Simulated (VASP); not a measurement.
# WC (P-6m2) in VASP: a series of runs

WC is run at these levels: PBE; tasks: single point.

All numbers are computed with VASP 6.6.1; they aren't measurements. Logs are shortened: lines on timing, memory, paths and dates and some standing lists are left out, and cuts for length are marked.

### Step 1. The cell of the first run

It takes space group P-6m2 (No. 187, hexagonal). Conventional cell: a = 2.922 Å, b = 2.922 Å, c = 2.846 Å, α = 90.00°, β = 90.00°, γ = 120.00°. Within 3.0 Å of W (site symmetry -6m2) lie 6 C at 2.21 Å and 8 W at 2.85 to 2.92 Å. Within 3.0 Å of C (site symmetry -6m2) lie 6 W at 2.21 Å and 8 C at 2.85 to 2.92 Å.

### Step 2. Single point, PBE

Input file INCAR:

```
PREC = Accurate ; ENCUT = 600
EDIFF = 1E-6 ; ISMEAR = 1
SIGMA = 0.1 ; LREAL = Auto
LASPH = True ; NELM = 120
ALGO = Normal ; ISIF = 2
LWAVE = False ; LCHARG = False
GGA = PE ; NBANDS = 166
GGA_COMPAT = False
```

Input file KPOINTS:

```
Automatic mesh
0
Gamma
  1 1 1
```

Input file POSCAR:

```
WC
1.0
   -2.9220740563      5.0611807290      5.6926483154
    5.8441481127      0.0000000000      5.6926483154
    2.9220740563      5.0611807290      0.0000000000
W C
16 16
Direct
    0.0000000000      0.0000000000      0.0000000000
    0.2500000000      0.2500000000      0.2500000000
    0.0000000000      0.0000000000      0.5000000000
    0.2500000000      0.2500000000      0.7500000000
    0.0000000000      0.5000000000      0.0000000000
    0.2500000000      0.7500000000      0.2500000000
    0.0000000000      0.5000000000      0.5000000000
    0.2500000000      0.7500000000      0.7500000000
    0.5000000000      0.0000000000      0.0000000000
    0.7500000000      0.2500000000      0.2500000000
    0.5000000000      0.0000000000      0.5000000000
    0.7500000000      0.2500000000      0.7500000000
    0.5000000000      0.5000000000      0.0000000000
    0.7500000000      0.7500000000      0.2500000000
    0.5000000000      0.5000000000      0.5000000000
    0.7500000000      0.7500000000      0.7500000000
    0.0416666667      0.2083333334      0.1250000000
    0.2916666666      0.4583333334      0.3750000000
    0.0416666667      0.2083333334      0.6250000000
    0.2916666666      0.4583333334      0.8750000000
    0.0416666667      0.7083333334      0.1250000000
    0.2916666666      0.9583333334      0.3750000000
    0.0416666667      0.7083333334      0.6250000000
    0.2916666666      0.9583333334      0.8750000000
    0.5416666666      0.2083333334      0.1250000000
    0.7916666667      0.4583333334      0.3750000000
    0.5416666666      0.2083333334      0.6250000000
    0.7916666667      0.4583333334      0.8750000000
    0.5416666666      0.7083333334      0.1250000000
    0.7916666667      0.9583333334      0.3750000000
    0.5416666666      0.7083333334      0.6250000000
    0.7916666667      0.9583333334      0.8750000000
```

Potentials or basis: VASP PAW PBE potentials, release 64 (W_sv, C).

Command:

```console
> cat potpaw_PBE.64/W_sv/POTCAR potpaw_PBE.64/C/POTCAR > POTCAR
> mpirun -np 1 vasp_gam > vasp.out
```

OUTCAR:

```text
PREC = Accurate
   ENCUT = 600
   EDIFF = 1E-6
   ISMEAR = 1
   LREAL = Auto
   LASPH = True
   NELM = 120
   ISIF = 2
   GGA = PE

 ion  position               nearest neighbor table
   1  0.000  0.000  0.000-  24 2.21  32 2.21  21 2.21  30 2.21  19 2.21  17 2.21   4 2.85  14 2.85
                             3 2.92   3 2.92   6 2.92  12 2.92  10 2.92   8 2.92
   2  0.250  0.250  0.250-  25 2.21  22 2.21  17 2.21  19 2.21  20 2.21  18 2.21   3 2.85  13 2.85
                             4 2.92   4 2.92   5 2.92  11 2.92   9 2.92   7 2.92
   3  0.000  0.000  0.500-  22 2.21  30 2.21  23 2.21  32 2.21  17 2.21  19 2.21   2 2.85  16 2.85
                             1 2.92   1 2.92   8 2.92  10 2.92   6 2.92  12 2.92
   4  0.250  0.250  0.750-  27 2.21  24 2.21  19 2.21  17 2.21  18 2.21  20 2.21   1 2.85  15 2.85
                             2 2.92   2 2.92   7 2.92   9 2.92   5 2.92  11 2.92
   5  0.000  0.500  0.000-  20 2.21  28 2.21  17 2.21  26 2.21  23 2.21  21 2.21   8 2.85  10 2.85
                             7 2.92   7 2.92  16 2.92   2 2.92   4 2.92  14 2.92
   6  0.250  0.750  0.250-  29 2.21  18 2.21  21 2.21  23 2.21  24 2.21  22 2.21   7 2.85   9 2.85
                             8 2.92   8 2.92  15 2.92   1 2.92   3 2.92  13 2.92
   7  0.000  0.500  0.500-  18 2.21  26 2.21  19 2.21  28 2.21  21 2.21  23 2.21   6 2.85  12 2.85
                             5 2.92   5 2.92  14 2.92   4 2.92  16 2.92   2 2.92
   8  0.250  0.750  0.750-  31 2.21  20 2.21  23 2.21  21 2.21  22 2.21  24 2.21   5 2.85  11 2.85
                             6 2.92   6 2.92  13 2.92   3 2.92  15 2.92   1 2.92
   9  0.500  0.000  0.000-  29 2.21  32 2.21  22 2.21  24 2.21  27 2.21  25 2.21   6 2.85  12 2.85
                            11 2.92  11 2.92  14 2.92   4 2.92  16 2.92   2 2.92
  10  0.750  0.250  0.250-  30 2.21  28 2.21  17 2.21  27 2.21  25 2.21  26 2.21   5 2.85  11 2.85
                            12 2.92  12 2.92  13 2.92   3 2.92  15 2.92   1 2.92
  11  0.500  0.000  0.500-  31 2.21  30 2.21  24 2.21  22 2.21  25 2.21  27 2.21   8 2.85  10 2.85
                             9 2.92   9 2.92  16 2.92   2 2.92   4 2.92  14 2.92
  12  0.750  0.250  0.750-  32 2.21  26 2.21  19 2.21  25 2.21  27 2.21  28 2.21   7 2.85   9 2.85
                            10 2.92  10 2.92  15 2.92   1 2.92   3 2.92  13 2.92
  13  0.500  0.500  0.000-  25 2.21  28 2.21  18 2.21  20 2.21  31 2.21  29 2.21   2 2.85  16 2.85
                            15 2.92  15 2.92  10 2.92   8 2.92  12 2.92   6 2.92
  14  0.750  0.750  0.250-  26 2.21  32 2.21  21 2.21  31 2.21  29 2.21  30 2.21   1 2.85  15 2.85
                            16 2.92  16 2.92   9 2.92   7 2.92  11 2.92   5 2.92
  15  0.500  0.500  0.500-  27 2.21  26 2.21  20 2.21  18 2.21  29 2.21  31 2.21   4 2.85  14 2.85
                            13 2.92  13 2.92  12 2.92   6 2.92   8 2.92  10 2.92
  16  0.750  0.750  0.750-  28 2.21  30 2.21  23 2.21  29 2.21  31 2.21  32 2.21   3 2.85  13 2.85
                            14 2.92  14 2.92  11 2.92   5 2.92   7 2.92   9 2.92
  17  0.042  0.208  0.125-   2 2.21   5 2.21   4 2.21   3 2.21  10 2.21   1 2.21
  18  0.292  0.458  0.375-   7 2.21   6 2.21  13 2.21   4 2.21  15 2.21   2 2.21
  19  0.042  0.208  0.625-   4 2.21   7 2.21   2 2.21   1 2.21  12 2.21   3 2.21
  20  0.292  0.458  0.875-   5 2.21   8 2.21  15 2.21  13 2.21   2 2.21   4 2.21
  21  0.042  0.708  0.125-   6 2.21   1 2.21   8 2.21   7 2.21  14 2.21   5 2.21
  22  0.292  0.958  0.375-   3 2.21   2 2.21   9 2.21   8 2.21  11 2.21   6 2.21
[... 8 lines left out ...]
  31  0.542  0.708  0.625-   8 2.21  11 2.21  14 2.21  13 2.21  16 2.21  15 2.21
  32  0.792  0.958  0.875-   1 2.21  12 2.21   3 2.21  14 2.21   9 2.21  16 2.21

  LATTYP: Found a body centered orthorhombic cell.
 ALAT       =     5.8441481126
 B/A-ratio  =     1.7320508076
 C/A-ratio  =     1.9481533341

  Lattice vectors:

 A1 = (   2.9220740563,  -5.0611807290,  -5.6926483154)
 A2 = (  -2.9220740564,   5.0611807290,  -5.6926483154)
 A3 = (   5.8441481127,   0.0000000000,   5.6926483154)

Analysis of symmetry for initial positions (statically):
=====================================================================
 Subroutine PRICEL returns following result:

  LATTYP: Found a hexagonal cell.
 ALAT       =     2.9220740563
 C/A-ratio  =     0.9740766671

  Lattice vectors:

 A1 = (   1.4610370282,   2.5305903645,   0.0000000000)
 A2 = (  -2.9220740563,   0.0000000000,   0.0000000000)
 A3 = (   0.0000000000,   0.0000000000,   2.8463241577)

  16 primitive cells build up your supercell.

 Routine SETGRP: Setting up the symmetry group for a
 body centered orthorhombic supercell.

 Subroutine GETGRP returns: Found  4 space group operations
 (whereof  4 operations were pure point group operations)
 out of a pool of  8 trial point group operations.

The static configuration has the point symmetry C_2v.

Analysis of symmetry for dynamics (positions and initial velocities):
=====================================================================
 Subroutine PRICEL returns following result:

  LATTYP: Found a hexagonal cell.
 ALAT       =     2.9220740563
 C/A-ratio  =     0.9740766671

  Lattice vectors:

 A1 = (   1.4610370282,   2.5305903645,   0.0000000000)
 A2 = (  -2.9220740563,   0.0000000000,   0.0000000000)
 A3 = (   0.0000000000,   0.0000000000,   2.8463241577)

  16 primitive cells build up your supercell.

 Routine SETGRP: Setting up the symmetry group for a
 body centered orthorhombic supercell.

 Subroutine GETGRP returns: Found  4 space group operations
 (whereof  4 operations were pure point group operations)
 out of a pool of  8 trial point group operations.

The dynamic configuration has the point symmetry C_2v.

 Subroutine INISYM returns: Found  4 space group operations
 (whereof  4 operations are pure point group operations),
 and found    16 'primitive' translations

----------------------------------------------------------------------------------------

                                     Primitive cell

  volume of cell :      21.0474

  direct lattice vectors                    reciprocal lattice vectors
     1.461037028  2.530590365  0.000000000     0.000000000  0.395164707  0.000000000
    -2.922074056  0.000000000  0.000000000    -0.342222675  0.197582354  0.000000000
     0.000000000  0.000000000  2.846324158     0.000000000  0.000000000  0.351330328

  length of vectors
     2.922074056  2.922074056  2.846324158     0.395164707  0.395164707  0.351330328

  position of ions in fractional coordinates (direct lattice)
     0.000000000  0.000000000  0.000000000
     0.333333333  0.666666667  0.500000000

  ion indices of the primitive-cell ions
   primitive index   ion index
                 1           1
                 2          32

----------------------------------------------------------------------------------------

 KPOINTS: Automatic mesh

Automatic generation of k-mesh.
 Grid dimensions read from file:
 generate k-points for:    1    1    1

 Generating k-lattice:

  Cartesian coordinates                     Fractional coordinates (reciprocal lattice)
    -0.085555669  0.049395588  0.087832582     1.000000000  0.000000000  0.000000000
     0.085555669 -0.049395588  0.087832582     0.000000000  1.000000000 -0.000000000
     0.085555669  0.148186765 -0.087832582     0.000000000  0.000000000  1.000000000

  Length of vectors
     0.132190238  0.132190238  0.192337340

  Shift w.r.t. Gamma in fractional coordinates (k-lattice)
     0.000000000  0.000000000  0.000000000

 Subroutine IBZKPT returns following result:
 ===========================================

 Found      1 irreducible k-points:

 Following reciprocal coordinates:
            Coordinates               Weight
  0.000000  0.000000  0.000000      1.000000
   k-points           NKPTS =      1   k-points in BZ     NKDIM =      1   number of bands    NBANDS=    166
   number of dos      NEDOS =    301   number of ions     NIONS =     32
   total plane-waves  NPLWV = 235200
   dimension x,y,z NGX =    70 NGY =   70 NGZ =   48
   dimension x,y,z NGXF=   140 NGYF=  140 NGZF=   96
   ions per type =              16  16
   NGX,Y,Z   is equivalent  to a cutoff of  14.26, 14.26, 13.65 a.u.
   NGXF,Y,Z  is equivalent  to a cutoff of  28.53, 28.53, 27.31 a.u.
 SYSTEM =  unknown system
   PREC   = accura    normal or accurate (medium, high low for compatibility)
   ISTART =      0    job   : 0-new  1-cont  2-samecut
   ICHARG =      2    charge: 1-file 2-atom 10-const
   ISPIN  =      1    spin polarized calculation?
   LNONCOLLINEAR =      F non collinear calculations
   LSORBIT =      F    spin-orbit coupling
   LASPH  =      T    aspherical Exc in radial PAW
   ENCUT  =  600.0 eV  44.10 Ry    6.64 a.u.  16.29 16.29 11.67*2*pi/ulx,y,z
   NELM   =    120;   NELMIN=  2; NELMDL= -5     # of ELM steps
   EDIFF  = 0.1E-05   stopping-criterion for ELM
   LREAL  =      T    real-space projection
   EDIFFG = 0.1E-04   stopping-criterion for IOM
   NSW    =      0    number of steps for IOM
   IBRION =     -1    ionic relax: 0-MD 1-quasi-New 2-CG
   NFREE  =      0    steps in history (QN), initial steepest desc. (CG)
   ISIF   =      2    stress and relaxation
   ISYM   =      2    0-nonsym 1-usesym 2-fastsym
   POTIM  = 0.5000    time-step for ionic-motion
   TEBEG  =    0.0;   TEEND  =   0.0 temperature during run
   PSTRESS=    0.0 pullay stress
   NELECT =     288.0000    total number of electrons
   NUPDOWN=      -1.0000    fix difference up-down
   EMIN   =  10.00;   EMAX   =-10.00  energy-range for DOS
   EFERMI =   0.00;   METHOD = LEGACY
   ISMEAR =     1;   SIGMA  =   0.10  broadening in eV -4-tet -1-fermi 0-gaus
   EFERMI_NEDOS =   21; number of points for ismear=-14 and -15
   IALGO  =     38    algorithm
   IMIX   =      4    mixing-type and parameters
     AMIX     =   0.40;   BMIX     =  1.00
     AMIX_MAG =   1.60;   BMIX_MAG =  1.00
  volume/ion in A,a.u.               =      10.52        71.02
  Fermi-wavevector in a.u.,A,eV,Ry     =   1.553936  2.936514 32.854230  2.414718
  Thomas-Fermi vector in A             =   2.658095
   LORBIT       =      0    0 simple, 1 ext, 2 COOP (PROOUT), +10 PAW based schemes
   GGA     = PE    functional components
   LHFCALC =     F    Hartree Fock is set to
   AEXX    =    0.0000 exact exchange contribution
   IVDW    =     0    specifies the selected vdW correction
   LEPSILON=     F    determine dielectric tensor
   LRPA    =     F    only Hartree local field effects (RPA)
 non-spin polarized calculation
 Methfessel and Paxton  Order N= 1 SIGMA  =   0.10
  energy-cutoff  :      600.00
  volume of cell :      336.76
 maximum number of plane-waves:      5619
 NGX is ok and might be reduce to    70

 number of electron     287.9999975 magnetization

 Free energy of the ion-electron system (eV)
  ---------------------------------------------------
  ext. energy  EPLUGINS =         0.00000000
  ---------------------------------------------------
  free energy    TOTEN  =      -357.55517580 eV

  energy without entropy =     -357.48174264  energy(sigma->0) =     -357.53069808

 E-fermi :  11.1322     XC(G=0): -13.7165

 val. band max:       11.1210194591   @ k =   0.0000   0.0000   0.0000
 cond. band min:      12.0618081127   @ k =   0.0000   0.0000   0.0000
 fundamental gap:      0.9407886536
 Fermi energy:        11.1321684341

 k-point     1 :       0.0000    0.0000    0.0000
  band No.  band energies     occupation
      1     -63.2280      2.00000
      2     -63.1894      2.00000
      3     -63.1822      2.00000
      4     -63.1822      2.00000
      5     -63.1822      2.00000
      6     -63.1822      2.00000
[... 148 lines left out ...]
    155      13.9847      0.00000
    156      13.9847      0.00000
 [bands above 156 left out]

------------------------ aborting loop because EDIFF is reached ----------------------------------------

  FORCE on cell =-STRESS in cart. coord.  units (eV):
  Direction    XX          YY          ZZ          XY          YZ          ZX
  --------------------------------------------------------------------------------------
  -------------------------------------------------------------------------------------
  Total        9.3928170     -7.3120439     -3.6138829    -14.4668339     -0.0000000     -0.0000000
  in kB       44.6878060    -34.7882001    -17.1936171    -68.8282403     -0.0000000     -0.0000000
  external PRESSURE =      -2.4313371 kB  Pullay stress =       0.0000000 kB

 VOLUME and BASIS-vectors are now :
 -----------------------------------------------------------------------------
  energy-cutoff  :      600.00
  volume of cell :      336.76
      direct lattice vectors                 reciprocal lattice vectors
    -2.922074056  5.061180729  5.692648315    -0.085555669  0.049395588  0.087832582
     5.844148113  0.000000000  5.692648315     0.085555669 -0.049395588  0.087832582
     2.922074056  5.061180729  0.000000000     0.085555669  0.148186765 -0.087832582

 POSITION                                       TOTAL-FORCE (eV/Angst)
 -----------------------------------------------------------------------------------
      0.00000      0.00000      0.00000        -0.937692      0.541377      0.000000
      1.46104      2.53059      2.84632        -0.937692      0.541377      0.000000
      1.46104      2.53059      0.00000        -0.937692      0.541377      0.000000
      2.92207      5.06118      2.84632        -0.937692      0.541377      0.000000
      2.92207      0.00000      2.84632        -0.937692      0.541377      0.000000
      4.38311      2.53059      5.69265        -0.937692      0.541377      0.000000
[... 24 lines left out ...]
      4.38311      5.90471      7.11581         0.937692     -0.541377      0.000000
      5.84415      8.43530      9.96213         0.937692     -0.541377      0.000000
 -----------------------------------------------------------------------------------
    total drift:                               -0.002191      0.001264     -0.000001

  FREE ENERGIE OF THE ION-ELECTRON SYSTEM (eV)
  ---------------------------------------------------
  free  energy   TOTEN  =      -357.5551758002 eV

  energy  without entropy=     -357.4817426360  energy(sigma->0) =     -357.53069808
```

It took 3.2 min on 1 thread of AMD EPYC 7R43 (Zen 3), shared host; peak memory 0.46 GiB.

What came out:

* Free energy: -357.5552 eV
* Pressure: -0.2 GPa
* Largest force: 1.083 eV/Å

Forces on the atoms (eV/Å):
```
W   -0.938  0.541  0.000
W   -0.938  0.541  0.000
W   -0.938  0.541  0.000
W   -0.938  0.541  0.000
W   -0.938  0.541  0.000
W   -0.938  0.541  0.000
W   -0.938  0.541  0.000
W   -0.938  0.541  0.000
W   -0.938  0.541  0.000
W   -0.938  0.541  0.000
W   -0.938  0.541  0.000
W   -0.938  0.541  0.000
W   -0.938  0.541  0.000
W   -0.938  0.541  0.000
W   -0.938  0.541  0.000
W   -0.938  0.541  0.000
C    0.938 -0.541  0.000
C    0.938 -0.541  0.000
C    0.938 -0.541  0.000
C    0.938 -0.541  0.000
C    0.938 -0.541  0.000
C    0.938 -0.541  0.000
C    0.938 -0.541  0.000
C    0.938 -0.541  0.000
C    0.938 -0.541  0.000
C    0.938 -0.541  0.000
C    0.938 -0.541  0.000
C    0.938 -0.541  0.000
C    0.938 -0.541  0.000
C    0.938 -0.541  0.000
C    0.938 -0.541  0.000
C    0.938 -0.541  0.000
```

Caveat: the k points lie up to 1.21 Å⁻¹ apart; spin-orbit coupling is left out, which moves the levels of the heavy elements; forces of over 1 eV/Å act on the atoms, so gaps and moduli don't describe the material at rest.

### Step 3. Single point, PBE

This run uses another cell than the first one: it holds 2 atoms, not 32.

Input file INCAR:

```
ALGO     = Normal         # electronic algorithm
EDIFF    = 1E-6           # SCF threshold, eV
ENCUT    = 600            # plane-wave cutoff, eV
GGA      = PE             # functional
GGA_COMPAT= F            
ISIF     = 2              # what is computed and relaxed
ISMEAR   = 1              # smearing method
LASPH    = T              # aspherical terms in the spheres
LCHARG   = F              # write CHGCAR
LREAL    = F              # projectors in reciprocal space
LWAVE    = F              # write WAVECAR
NBANDS   = 16             # bands
NELM     = 120            # most SCF steps
PREC     = Accurate       # precision mode
SIGMA    = 0.1            # smearing width, eV
```

Input file KPOINTS:

```
k-points
0
Gamma
  15 15 14
```

Input file POSCAR:

```
WC
1.0
    2.9220740563      0.0000000000      0.0000000000
   -1.4610370282      2.5305903645      0.0000000000
    0.0000000000      0.0000000000      2.8463241577
W C
1 1
Direct
    0.0000000000      0.0000000000      0.0000000000
    0.6666666667      0.3333333333      0.5000000000
```

Potentials or basis: VASP PAW PBE potentials, release 64 (W_sv, C).

Command:

```console
> cat potpaw_PBE.64/W_sv/POTCAR potpaw_PBE.64/C/POTCAR > POTCAR
> mpirun -np 1 vasp_std > vasp.out
```

It took 69 s on 1 thread of AMD EPYC 7R43 (Zen 3), shared host; peak memory 0.17 GiB.

It converged, with:

```
Free energy            : -22.4504 eV
Pressure               : 0.9 GPa
Band gap on the k mesh : zero (bands 9 and 10 overlap by 1.20 eV)
```

Stress tensor (GPa, compression positive):
```
0.84 0.00 0.00
0.00 0.84 0.00
0.00 0.00 1.10
```

Levels at points of the mesh, in eV from the Fermi level:
```
           k point  band 7  band 8  band 9  band 10  band 11  band 12
(0.00, 0.00, 0.00)   -3.26   -3.26    0.13     3.20     3.20     5.58
(0.00, 0.00, 0.50)   -1.97   -1.97   -0.54    -0.54     3.67     4.50
```

Caveat: spin-orbit coupling is left out, which moves the levels of the heavy elements.
